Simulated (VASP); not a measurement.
# C (Fd-3m) in VASP: further runs, part 2 of 2

VASP 6.6.1.

## Step 3: Single point, revPBE+D3(BJ), collinear spin, antiferromagnetic start

This run uses another cell than the first one, of 5.67 Å³/atom, 1.007 times its volume.

INCAR

```
SYSTEM = C
  ALGO = Normal
  EDIFF = 1E-7
  ENCUT = 520
  GGA = RE
  ISIF = 2
  ISMEAR = 0
  ISPIN = 2
  IVDW = 12
  LASPH = .TRUE.
  LCHARG = .TRUE.
  LELF = .TRUE.
  LORBIT = 11
  LREAL = .FALSE.
  LVHAR = .TRUE.
  LWAVE = .FALSE.
  MAGMOM = 0.5 -0.5
  NBANDS = 15
  NELM = 150
  PREC = Accurate
  SIGMA = 0.02
```

KPOINTS

```
k-points
0
G
  13 13 13
  0 0 0
```

POSCAR

```
C
1.0
    0.0000000000      1.7833700000      1.7833700000
    1.7833700000      0.0000000000      1.7833700000
    1.7833700000      1.7833700000      0.0000000000
C
2
Direct
    0.7500000000      0.7500000000      0.7500000000
    0.5000000000      0.5000000000      0.5000000000
```

Potentials or basis: VASP PAW PBE potentials, release 64 (C).

Run with:

```sh
cat potpaw_PBE.64/C/POTCAR > POTCAR
mpirun -np 1 vasp_std > vasp.out
```

OUTCAR:

```text
SYSTEM = C
   EDIFF = 1E-7
   ENCUT = 520
   GGA = RE
   ISIF = 2
   ISMEAR = 0
   ISPIN = 2
   IVDW = 12
   LASPH = .TRUE.
   LORBIT = 11
   LREAL = .FALSE.
   NELM = 150
   PREC = Accurate
 IVDW          = 12

 ion  position               nearest neighbor table
   1  0.750  0.750  0.750-   2 1.54   2 1.54   2 1.54   2 1.54
   2  0.500  0.500  0.500-   1 1.54   1 1.54   1 1.54   1 1.54

  LATTYP: Found a face centered cubic cell.
 ALAT       =     3.5667400000

  Lattice vectors:

 A1 = (   0.0000000000,   1.7833700000,   1.7833700000)
 A2 = (   1.7833700000,   0.0000000000,   1.7833700000)
 A3 = (   1.7833700000,   1.7833700000,   0.0000000000)

Analysis of symmetry for initial positions (statically):
=====================================================================
 Subroutine PRICEL returns:
 Original cell was already a primitive cell.

 Routine SETGRP: Setting up the symmetry group for a
 face centered cubic supercell.

 Subroutine GETGRP returns: Found 48 space group operations
 (whereof 24 operations were pure point group operations)
 out of a pool of 48 trial point group operations.

The static configuration has the point symmetry T_d .
 The point group associated with its full space group is O_h .

Analysis of symmetry for dynamics (positions and initial velocities):
=====================================================================
 Subroutine PRICEL returns:
 Original cell was already a primitive cell.

 Routine SETGRP: Setting up the symmetry group for a
 face centered cubic supercell.

 Subroutine GETGRP returns: Found 48 space group operations
 (whereof 24 operations were pure point group operations)
 out of a pool of 48 trial point group operations.

The dynamic configuration has the point symmetry T_d .
 The point group associated with its full space group is O_h .

Analysis of structural, dynamic, and magnetic symmetry:
=====================================================================
 Subroutine PRICEL returns:
 Original cell was already a primitive cell.

 Routine SETGRP: Setting up the symmetry group for a
 face centered cubic supercell.

 Subroutine GETGRP returns: Found 48 space group operations
 (whereof 24 operations were pure point group operations)
 out of a pool of 48 trial point group operations.

The overall configuration has the point symmetry T_d .
 The point group associated with its full space group is O_h .

 Subroutine INISYM returns: Found 48 space group operations
 (whereof 24 operations are pure point group operations),
 and found     1 'primitive' translations

----------------------------------------------------------------------------------------

                                     Primitive cell

  volume of cell :      11.3437

  direct lattice vectors                    reciprocal lattice vectors
     0.000000000  1.783370000  1.783370000    -0.280368067  0.280368067  0.280368067
     1.783370000  0.000000000  1.783370000     0.280368067 -0.280368067  0.280368067
     1.783370000  1.783370000  0.000000000     0.280368067  0.280368067 -0.280368067

  length of vectors
     2.522066041  2.522066041  2.522066041     0.485611737  0.485611737  0.485611737

  position of ions in fractional coordinates (direct lattice)
     0.750000000  0.750000000  0.750000000
     0.500000000  0.500000000  0.500000000

  ion indices of the primitive-cell ions
   primitive index   ion index
                 1           1
                 2           2

[... 92 lines left out ...]
  volume/ion in A,a.u.               =       5.67        38.28
  Fermi-wavevector in a.u.,A,eV,Ry     =   1.457203  2.753714 28.891161  2.123440
  Thomas-Fermi vector in A             =   2.574032
   LORBIT       =     11    0 simple, 1 ext, 2 COOP (PROOUT), +10 PAW based schemes
   GGA     = RE    functional components
   LHFCALC =     F    Hartree Fock is set to
   AEXX    =    0.0000 exact exchange contribution
   IVDW    =    12    specifies the selected vdW correction
   LEPSILON=     F    determine dielectric tensor
   LRPA    =     F    only Hartree local field effects (RPA)
 spin polarized calculation
 Gauss-broadening in eV      SIGMA  =   0.02
  energy-cutoff  :      520.00
  volume of cell :       11.34
 maximum number of plane-waves:       322
   NGX =  9   NGY =  9   NGZ =  9

 number of electron       7.9999999 magnetization       0.0000000

 number of electron       7.9999999 magnetization      -0.0000000

 Free energy of the ion-electron system (eV)
  ---------------------------------------------------
  ext. energy  EPLUGINS =         0.00000000
  ---------------------------------------------------
  free energy    TOTEN  =       -17.37598903 eV

  energy without entropy =      -17.37598903  energy(sigma->0) =      -17.37598903

 E-fermi :   9.9116     XC(G=0): -13.1916

 val. band max:        9.8230705413   @ k =   0.0000   0.0000   0.0000
 cond. band min:      13.9563901405   @ k =   0.3846   0.3846   0.0000
 fundamental gap:      4.1333195992
 Fermi energy:         9.9115770054

 spin component 1

 k-point     1 :       0.0000    0.0000    0.0000
  band No.  band energies     occupation
      1     -11.7165      1.00000
      2       9.8231      1.00000
      3       9.8231      1.00000
      4       9.8231      1.00000
      5      15.4150      0.00000
      6      15.4150      0.00000
      7      15.4150      0.00000
      8      23.1094      0.00000
      9      29.1945      0.00000
     10      36.2779      0.00000
     11      36.2779      0.00000
     12      37.3851      0.00000
     13      37.3851      0.00000
     14      37.3851      0.00000
[... 403 lines left out ...]
      4       5.9111      1.00000
      5      16.9063      0.00000
      6      20.4260      0.00000
      7      20.7051      0.00000
      8      23.7841      0.00000
      9      30.5209      0.00000
     10      33.1838      0.00000
     11      36.9169      0.00000
     12      37.3736      0.00000
     13      44.5807      0.00000
     14      50.3179      0.00000
     15      53.1760      0.00000

 [... further k-points ...]

 spin component 2

 k-point     1 :       0.0000    0.0000    0.0000
  band No.  band energies     occupation
      1     -11.7165      1.00000
      2       9.8231      1.00000
      3       9.8231      1.00000
      4       9.8231      1.00000
      5      15.4150      0.00000
      6      15.4150      0.00000
      7      15.4150      0.00000
      8      23.1094      0.00000
      9      29.1945      0.00000
     10      36.2779      0.00000
     11      36.2779      0.00000
     12      37.3851      0.00000
     13      37.3851      0.00000
     14      37.3851      0.00000
[... 403 lines left out ...]
      4       5.9111      1.00000
      5      16.9063      0.00000
      6      20.4260      0.00000
      7      20.7051      0.00000
      8      23.7841      0.00000
      9      30.5209      0.00000
     10      33.1838      0.00000
     11      36.9169      0.00000
     12      37.3736      0.00000
     13      44.5807      0.00000
     14      50.3179      0.00000
     15      53.1760      0.00000

 [... further k-points ...]

------------------------ aborting loop because EDIFF is reached ----------------------------------------

 Edisp (eV)   -0.79119

 E8    (eV) :    -0.4598

  FORCE on cell =-STRESS in cart. coord.  units (eV):
  Direction    XX          YY          ZZ          XY          YZ          ZX
  --------------------------------------------------------------------------------------
  -------------------------------------------------------------------------------------
  Total      -0.28178    -0.28178    -0.28178    -0.00000    -0.00000     0.00000
  in kB     -39.79916   -39.79916   -39.79916    -0.00000    -0.00000     0.00000
  external pressure =      -39.80 kB  Pullay stress =        0.00 kB

 VOLUME and BASIS-vectors are now :
 -----------------------------------------------------------------------------
  energy-cutoff  :      520.00
  volume of cell :       11.34
      direct lattice vectors                 reciprocal lattice vectors
     0.000000000  1.783370000  1.783370000    -0.280368067  0.280368067  0.280368067
     1.783370000  0.000000000  1.783370000     0.280368067 -0.280368067  0.280368067
     1.783370000  1.783370000  0.000000000     0.280368067  0.280368067 -0.280368067

 POSITION                                       TOTAL-FORCE (eV/Angst)
 -----------------------------------------------------------------------------------
      2.67505      2.67505      2.67505        -0.000000     -0.000000     -0.000000
      1.78337      1.78337      1.78337         0.000000      0.000000      0.000000
 -----------------------------------------------------------------------------------
    total drift:                                0.000000     -0.000000      0.000000

  FREE ENERGIE OF THE ION-ELECTRON SYSTEM (eV)
  ---------------------------------------------------
  free  energy   TOTEN  =       -18.1671743123 eV

  energy  without entropy=      -18.1671743123  energy(sigma->0) =      -18.16717431

 total charge

# of ion       s       p       d       tot
------------------------------------------
    1        0.835   1.745   0.000   2.581
    2        0.835   1.745   0.000   2.581
--------------------------------------------------
tot          1.671   3.491   0.000   5.162

 magnetization (x)

# of ion       s       p       d       tot
------------------------------------------
    1       -0.000  -0.000   0.000  -0.000
    2        0.000   0.000   0.000   0.000
--------------------------------------------------
tot          0.000   0.000   0.000   0.000
```

OSZICAR:

```text
N       E                     dE             d eps       ncg     rms          rms(c)
DAV:   1     0.441463199267E+01    0.44146E+01   -0.45376E+03  5285   0.513E+02
DAV:   2    -0.175996398947E+02   -0.22014E+02   -0.21382E+02  6576   0.116E+02
DAV:   3    -0.178991353778E+02   -0.29950E+00   -0.29934E+00  5873   0.103E+01
DAV:   4    -0.178993814832E+02   -0.24611E-03   -0.24610E-03  6503   0.376E-01
DAV:   5    -0.178993817101E+02   -0.22686E-06   -0.22686E-06  5971   0.961E-03    0.580E+00
DAV:   6    -0.175161119297E+02    0.38327E+00   -0.39881E-01  5915   0.293E+00    0.340E+00
DAV:   7    -0.173697296740E+02    0.14638E+00   -0.25493E-01  5887   0.298E+00    0.849E-01
DAV:   8    -0.173693077764E+02    0.42190E-03   -0.17665E-02  5761   0.758E-01    0.361E-01
DAV:   9    -0.173734659971E+02   -0.41582E-02   -0.24835E-03  5726   0.405E-01    0.123E-01
DAV:  10    -0.173758784086E+02   -0.24124E-02   -0.61106E-04  5880   0.175E-01    0.347E-02
DAV:  11    -0.173759666507E+02   -0.88242E-04   -0.16673E-05  6440   0.298E-02    0.188E-02
DAV:  12    -0.173759885852E+02   -0.21935E-04   -0.10817E-05  5803   0.216E-02    0.393E-03
DAV:  13    -0.173759889979E+02   -0.41272E-06   -0.61160E-07  6216   0.554E-03    0.154E-03
DAV:  14    -0.173759890254E+02   -0.27479E-07   -0.25657E-08  4081   0.106E-03
   1 F= -.18167174E+02 E0= -.18167174E+02  d E =-.481540E-13  mag=     0.0000
```

stdout:

```text
POSCAR found type information on POSCAR C
 POSCAR found :  1 types and       2 ions
 scaLAPACK will be used
 -----------------------------------------------------------------------------
|                                                                             |
|                                                                             |
|     You enforced a specific xc type in the INCAR file but a different       |
|     I HOPE YOU KNOW WHAT YOU ARE DOING!                                     |
|                                                                             |
 -----------------------------------------------------------------------------

 LDA part: xc-table for (Slater+PW92), standard interpolation
 POSCAR, INCAR and KPOINTS ok, starting setup
 FFT: planning ... GRIDC
 FFT: planning ... GRID_SOFT
 FFT: planning ... GRID
 WAVECAR not read
 entering main loop
```

It took 74 s on 1 thread of AMD EPYC 7R13, shared host; peak memory 0.12 GiB.

Results:

```yaml
Free_energy: -18.1672 eV
Pressure: -4.0 GPa
Band_gap_on_the_k_mesh: 4.13 eV, indirect (least direct gap 5.59 eV)
Net_moment: 0.00 μB per cell
Valence_electrons_inside_the_program's_atomic_spheres: C 2.58
Dispersion_energy_per_atom: -0.396 eV
```

Caveat: three body term missing; the PAW data sets were made with another functional, which shifts forces and pressure a little.

## Step 4: Single point, B3LYP+D3(BJ)

This run uses another cell than the first one, of 5.67 Å³/atom, 1.007 times its volume.

POSCAR is that of step 3.

INCAR.step1

```
SYSTEM = C
PREC = Accurate
ENCUT = 520
EDIFF = 1E-5
ISMEAR = 0
SIGMA = 0.01
LREAL = .False.
LASPH = .True.
NELM = 80
ALGO = Normal
ISIF = 2
LWAVE = .True.
LCHARG = .False.
GGA = PE
NBANDS = 11
```

INCAR.step2

```
SYSTEM = C
PREC = Accurate
ENCUT = 520
EDIFF = 1E-6
ISMEAR = 0
SIGMA = 0.01
LREAL = .False.
LASPH = .True.
NELM = 80
ALGO = Normal
ISIF = 2
LWAVE = .False.
LCHARG = .False.
GGA = B3
LHFCALC = .True.
AEXX = 0.2
AGGAX = 0.72
AGGAC = 0.81
ALDAC = 0.19
PRECFOCK = Normal
IVDW = 12
ISTART = 1
NBANDS = 11
```

KPOINTS

```
regular mesh
0
Gamma
  8 8 8
  0 0 0
```

Run with:

```sh
cat potpaw_PBE.64/C/POTCAR > POTCAR
cp INCAR.step1 INCAR
mpirun -np 1 vasp_std > vasp.out
cp INCAR.step2 INCAR
mpirun -np 1 vasp_std > vasp.out
```

It took 28 min on 1 thread of AMD EPYC 7R13, shared host; peak memory 0.11 GiB.

The run converged. Its results:

```
Free energy                : -20.7598 eV
Pressure                   : -7.3 GPa
Band gap on the k mesh     : 6.00 eV, indirect (least direct gap 7.45 eV)
Dispersion energy per atom : -0.308 eV
```

Levels at points of the mesh, in eV from the valence-band top:
| k point | band 1 | band 2 | band 3 | band 4 | band 5 | band 6 | band 7 | band 8 | band 9 |
| --- | --- | --- | --- | --- | --- | --- | --- | --- | --- |
| (0.00, 0.00, 0.00) | -22.87 | 0.00 | 0.00 | 0.00 | 7.45 | 7.45 | 7.45 | 15.65 | 21.67 |
| (0.50, 0.00, 0.00) | -16.82 | -14.14 | -2.98 | -2.98 | 10.52 | 10.52 | 10.88 | 18.14 | 24.37 |
| (0.50, 0.50, 0.00) | -13.64 | -13.64 | -6.65 | -6.65 | 6.68 | 6.68 | 19.31 | 19.31 | 25.80 |

Caveat: three body term missing; the PAW data sets were made with another functional, which shifts forces and pressure a little.

## Step 5: Single point, r2SCAN

This run uses another cell than the first one, of 5.44 Å³/atom, 0.967 times its volume.

POSCAR

```
C
1.0
    0.0000000000      1.7592674508      1.7592674508
    1.7592674508      0.0000000000      1.7592674508
    1.7592674508      1.7592674508      0.0000000000
C
2
Direct
    0.7500000000      0.7500000000      0.7500000000
    0.5000000000      0.5000000000      0.5000000000
```

INCAR.step1

```
SYSTEM = C
PREC = Accurate
ENCUT = 910
ISMEAR = -1
SIGMA = 0.05
LREAL = .False.
LASPH = .True.
NELM = 120
NBANDS = 11
GGA = PE
ALGO = Normal
EDIFF = 1E-5
LWAVE = .True.
LCHARG = .False.
GGA_COMPAT = .False.
```

INCAR.step2

```
SYSTEM = C
PREC = Accurate
ENCUT = 910
EDIFF = 1E-6
ISMEAR = -1
SIGMA = 0.05
LREAL = .False.
LASPH = .True.
NELM = 120
ALGO = Normal
ISIF = 2
LWAVE = .False.
LCHARG = .False.
METAGGA = R2SCAN
LMIXTAU = .True.
NBANDS = 11
ISTART = 1
GGA_COMPAT = .False.
```

KPOINTS

```
Automatic mesh
0
Gamma
  13 13 13
  0 0 0
```

Potentials or basis: VASP PAW PBE potentials, release 64 (C_h).

Run with:

```sh
cat potpaw_PBE.64/C_h/POTCAR > POTCAR
cp INCAR.step1 INCAR
mpirun -np 1 vasp_std > vasp.out
cp INCAR.step2 INCAR
mpirun -np 1 vasp_std > vasp.out
```

It took 25 s on 1 thread of Intel Xeon Platinum 8488C (Sapphire Rapids), shared host; peak memory 0.14 GiB.

Results (log left out):

```yaml
Free_energy: -19.7002 eV
Pressure: 16.1 GPa
Band_gap_on_the_k_mesh: 4.46 eV, indirect (least direct gap 5.99 eV)
```

Levels at points of the mesh, in eV from the valence-band top:
```
           k point  band 1  band 2  band 3  band 4  band 5  band 6  band 7  band 8  band 9
(0.00, 0.00, 0.00)  -23.24    0.00    0.00    0.00    5.99    5.99    5.99   14.85   20.97
```

Caveat: the cutoff is under 1.25 times the usual one of these potentials, so pressure, stress and relaxed cells hold a basis-set (Pulay) error; the PAW data sets were made with another functional, which shifts forces and pressure a little. r2SCAN opens gaps a little over a GGA but as a rule still falls short of measured ones.

## Step 6: The runs side by side

| level | potentials or basis | spin | cell | k mesh | cutoff (eV) | smearing | grid for exact exchange (PRECFOCK) | second run | gap on the mesh (eV) | pressure (GPa) | moment (μB) |
| --- | --- | --- | --- | --- | --- | --- | --- | --- | --- | --- | --- |
| revPBE+D3(BJ) | VASP PAW PBE potentials, release 64 (C) | collinear, antiferromagnetic start | a = 2.516 Å, angles 60.0°, 2 atoms | 13 × 13 × 13 | 520 | gaussian 0.02 eV | - | - | 4.15 | -0.8 | 0.00 |
| revPBE+D3(BJ) | VASP PAW PBE potentials, release 64 (C) | collinear, antiferromagnetic start | a = 2.522 Å, angles 60.0°, 2 atoms | 13 × 13 × 13 | 520 | gaussian 0.02 eV | - | - | 4.13 | -4.0 | 0.00 |
| B3LYP+D3(BJ) | VASP PAW PBE potentials, release 64 (C) | off | a = 2.522 Å, angles 60.0°, 2 atoms | 8 × 8 × 8 | 520 | gaussian 0.01 eV | Normal | - | 6.00 | -7.3 | - |
| r2SCAN | VASP PAW PBE potentials, release 64 (C_h) | off | a = 2.488 Å, angles 60.0°, 2 atoms | 13 × 13 × 13 | 910 | fermi-dirac 0.05 eV | - | hard_potentials | 4.46 | 16.1 | - |

Alike in all rows: task single point.

Caveats: the PAW data sets were made with another functional, which shifts forces and pressure a little; three body term missing (some runs); the cutoff is under 1.25 times the usual one of these potentials, so pressure, stress and relaxed cells hold a basis-set (Pulay) error (some runs).

Total energies depend on the potentials used, so only differences within one code and one set of settings carry meaning.
